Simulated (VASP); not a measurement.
# RbBr (Pm-3m) in VASP: dielectric tensor with r2SCAN

Aim: the dielectric tensor of RbBr with r2SCAN.

Everything below comes from runs of VASP 6.6.1. Logs are shortened: lines on timing, memory, paths and dates and some standing lists are left out, and cuts for length are marked.

## Step 1: The cell of the first run

It takes space group Pm-3m (No. 221, cubic). Conventional cell: a = 4.128 Å, b = 4.128 Å, c = 4.128 Å, α = 90.00°, β = 90.00°, γ = 90.00°. Rb (site symmetry m-3m) has 8 Br at 3.57 Å and 6 Rb at 4.13 Å within 4.7 Å. Within 4.7 Å of Br (site symmetry m-3m) lie 8 Rb at 3.57 Å and 6 Br at 4.13 Å.

## Step 2: Dielectric tensor, r2SCAN

The input, INCAR:

```
SYSTEM = RbBr
ALGO = Normal
EDIFF = 1E-8
ENCUT = 520
ISIF = 2
ISMEAR = 0
LASPH = .True.
LCALCEPS = .True.
LCHARG = .False.
LMIXTAU = .True.
LREAL = .False.
LWAVE = .False.
METAGGA = R2SCAN
NELM = 80
PREC = Accurate
SIGMA = 0.01
```

The input, KPOINTS:

```
k-points
0
Gamma
  6 6 6
  0 0 0
```

The input, POSCAR:

```
RbBr
1.0
    4.1279266072      0.0000000000      0.0000000000
    0.0000000000      4.1279266072      0.0000000000
    0.0000000000      0.0000000000      4.1279266072
Rb Br
1 1
Direct
    0.0000000000      0.0000000000      0.0000000000
    0.5000000000      0.5000000000      0.5000000000
```

Potentials or basis: VASP PAW PBE potentials, release 64 (Rb_sv, Br).

Started as:

```sh
$ cat potpaw_PBE.64/Rb_sv/POTCAR potpaw_PBE.64/Br/POTCAR > POTCAR
$ mpirun -np 1 vasp_std > vasp.out
```

OUTCAR:

```text
SYSTEM = RbBr
   EDIFF = 1E-8
   ENCUT = 520
   ISIF = 2
   ISMEAR = 0
   LASPH = .True.
   LREAL = .False.
   METAGGA = R2SCAN
   NELM = 80
   PREC = Accurate

 ion  position               nearest neighbor table
   1  0.000  0.000  0.000-   2 3.57   2 3.57   2 3.57   2 3.57   2 3.57   2 3.57   2 3.57   2 3.57

   2  0.500  0.500  0.500-   1 3.57   1 3.57   1 3.57   1 3.57   1 3.57   1 3.57   1 3.57   1 3.57

  LATTYP: Found a simple cubic cell.
 ALAT       =     4.1279266072

  Lattice vectors:

 A1 = (   4.1279266072,   0.0000000000,   0.0000000000)
 A2 = (   0.0000000000,   4.1279266072,   0.0000000000)
 A3 = (   0.0000000000,   0.0000000000,   4.1279266072)

Analysis of symmetry for initial positions (statically):
=====================================================================
 Subroutine PRICEL returns:
 Original cell was already a primitive cell.

 Routine SETGRP: Setting up the symmetry group for a
 simple cubic supercell.

 Subroutine GETGRP returns: Found 48 space group operations
 (whereof 48 operations were pure point group operations)
 out of a pool of 48 trial point group operations.

The static configuration has the point symmetry O_h .

Analysis of symmetry for dynamics (positions and initial velocities):
=====================================================================
 Subroutine PRICEL returns:
 Original cell was already a primitive cell.

 Routine SETGRP: Setting up the symmetry group for a
 simple cubic supercell.

 Subroutine GETGRP returns: Found 48 space group operations
 (whereof 48 operations were pure point group operations)
 out of a pool of 48 trial point group operations.

The dynamic configuration has the point symmetry O_h .

 Subroutine INISYM returns: Found 48 space group operations
 (whereof 48 operations are pure point group operations),
 and found     1 'primitive' translations

----------------------------------------------------------------------------------------

                                     Primitive cell

  volume of cell :      70.3390

  direct lattice vectors                    reciprocal lattice vectors
     4.127926607  0.000000000  0.000000000     0.242252369  0.000000000  0.000000000
     0.000000000  4.127926607  0.000000000     0.000000000  0.242252369  0.000000000
     0.000000000  0.000000000  4.127926607     0.000000000  0.000000000  0.242252369

  length of vectors
[... 137 lines left out ...]

 k-point     1 :       0.0000    0.0000    0.0000
  band No.  band energies     occupation
      1     -26.9466      2.00000
      2     -14.1117      2.00000
      3     -10.3842      2.00000
      4     -10.3842      2.00000
      5     -10.3842      2.00000
      6      -1.2114      2.00000
      7      -1.2114      2.00000
      8      -1.2113      2.00000
      9   10000.0000      0.00000
     10   10000.0000      0.00000
     11   10000.0000      0.00000
     12   10000.0000      0.00000
[... 331 lines left out ...]
 k-point    24 :       0.0000    0.1667    0.1667
  band No.  band energies     occupation
      1     -26.9364      2.00000
      2     -14.0959      2.00000
      3     -10.4620      2.00000
      4     -10.3793      2.00000
      5     -10.3617      2.00000
      6      -1.7818      2.00000
      7      -1.5016      2.00000
      8      -1.2269      2.00000
      9   10000.0000      0.00000
     10   10000.0000      0.00000
     11   10000.0000      0.00000
     12   10000.0000      0.00000

 [... further k-points ...]

------------------------ aborting loop because EDIFF is reached ----------------------------------------

            Ionic dipole moment: p[ion]=(   -14.44774   -14.44774   -14.44774 ) |e| Angst

 Total electronic dipole moment: p[elc]=(     0.00000     0.00000     0.00671 ) |e| Angst

 MACROSCOPIC STATIC DIELECTRIC TENSOR (including local field effects)
 ------------------------------------------------------
           2.725690     0.000000     0.000000
          -0.000000     2.725690    -0.000000
          -0.000000     0.000000     2.725690
 ------------------------------------------------------

 PIEZOELECTRIC TENSOR (including local field effects) (e Angst)
          XX          YY          ZZ          XY          YZ          ZX
  --------------------------------------------------------------------------------
  x     0.00000     0.00000     0.00000     0.00000     0.00000     0.00000
  y     0.00000     0.00000     0.00000     0.00000     0.00000     0.00000
  z     0.00000     0.00000     0.00000     0.00000     0.00000     0.00000

 PIEZOELECTRIC TENSOR (including local field effects) (C/m^2)
          XX          YY          ZZ          XY          YZ          ZX
  --------------------------------------------------------------------------------
  x     0.00000     0.00000     0.00000     0.00000     0.00000     0.00000
  y     0.00000     0.00000     0.00000     0.00000     0.00000     0.00000
  z     0.00000     0.00000     0.00000     0.00000     0.00000     0.00000

 BORN EFFECTIVE CHARGES (including local field effects) (in |e|, cummulative output)
 ---------------------------------------------------------------------------------
 ion    1
    1     1.18549    -0.00000     0.00000
    2    -0.00000     1.18549     0.00000
    3     0.00000     0.00000     1.18549
 ion    2
    1    -1.18549     0.00000    -0.00000
    2     0.00000    -1.18549    -0.00000
    3    -0.00000    -0.00000    -1.18549

  FORCE on cell =-STRESS in cart. coord.  units (eV):
  Direction    XX          YY          ZZ          XY          YZ          ZX
  --------------------------------------------------------------------------------------
  -------------------------------------------------------------------------------------
  Total        0.0099628      0.0099628      0.0099628     -0.0000000      0.0000000     -0.0000000
  in kB        0.2269325      0.2269325      0.2269325     -0.0000000      0.0000000     -0.0000000
  external PRESSURE =       0.2269325 kB  Pullay stress =       0.0000000 kB

 VOLUME and BASIS-vectors are now :
 -----------------------------------------------------------------------------
  energy-cutoff  :      520.00
  volume of cell :       70.34
      direct lattice vectors                 reciprocal lattice vectors
     4.127926607  0.000000000  0.000000000     0.242252369  0.000000000  0.000000000
     0.000000000  4.127926607  0.000000000     0.000000000  0.242252369  0.000000000
     0.000000000  0.000000000  4.127926607     0.000000000  0.000000000  0.242252369

 POSITION                                       TOTAL-FORCE (eV/Angst)
 -----------------------------------------------------------------------------------
      0.00000      0.00000      0.00000         0.000000      0.000000      0.000000
      2.06396      2.06396      2.06396         0.000000      0.000000      0.000000
 -----------------------------------------------------------------------------------
    total drift:                                0.000000      0.000000     -0.000000

  FREE ENERGIE OF THE ION-ELECTRON SYSTEM (eV)
  ---------------------------------------------------
  free  energy   TOTEN  =       -31.1104165161 eV

  energy  without entropy=      -31.1104165161  energy(sigma->0) =      -31.11041652
```

OSZICAR:

```text
N       E                     dE             d eps       ncg     rms          rms(c)
DAV:   1     0.649610307846E+02    0.64961E+02   -0.72194E+03   480   0.119E+03
[... 13 lines left out ...]
DMP:   8    -0.311104162338E+02   -0.19655E-06   -0.26031E-06   480   0.585E-06   0.126E-06
DMP:   9    -0.311104163844E+02   -0.15066E-06   -0.10612E-06   480   0.212E-06   0.103E-06
DMP:  10    -0.311104164363E+02   -0.51876E-07   -0.57845E-07   480   0.147E-06  -0.498E-08
DMP:  11    -0.311104164728E+02   -0.36546E-07   -0.41005E-07   480   0.832E-07   0.372E-07
DMP:  12    -0.311104164978E+02   -0.24997E-07   -0.18762E-07   480   0.351E-07   0.227E-07
DMP:  13    -0.311104165092E+02   -0.11360E-07   -0.10748E-07   480   0.221E-07   0.911E-08
DMP:  14    -0.311104165161E+02   -0.69340E-08   -0.60835E-08   480   0.111E-07   0.797E-08
   1 F= -.31110417E+02 E0= -.31110417E+02  d E =-.137469E-34
```

It took 22 min on 1 thread of Intel Xeon 8259CL, shared host; peak memory 0.33 GiB.

Results:

```yaml
Band_gap_on_the_k_mesh: 4.83 eV (least direct gap 4.98 eV)
Electronic_dielectric_tensor_diagonal: 2.73
Born_charges_mean_of_the_diagonal: Rb +1.19; Br -1.19 e
```

Electronic dielectric tensor:
```
2.73 0.00 0.00
0.00 2.73 0.00
0.00 0.00 2.73
```

Born effective charge tensors (e):
atom 1, Rb
```
1.19 0.00 0.00
0.00 1.19 0.00
0.00 0.00 1.19
```
atom 2, Br
```
-1.19  0.00  0.00
 0.00 -1.19  0.00
 0.00  0.00 -1.19
```

Dipole moments of the cell (e·Å, modulo the quantum): ionic -14.448, -14.448, -14.448; electronic 0.000, 0.000, 0.007

Caveat: the structure was generated, so it needn't be the stable form of RbBr; the PAW data sets were made with another functional, which shifts forces and pressure a little. A k mesh can miss the band edges.
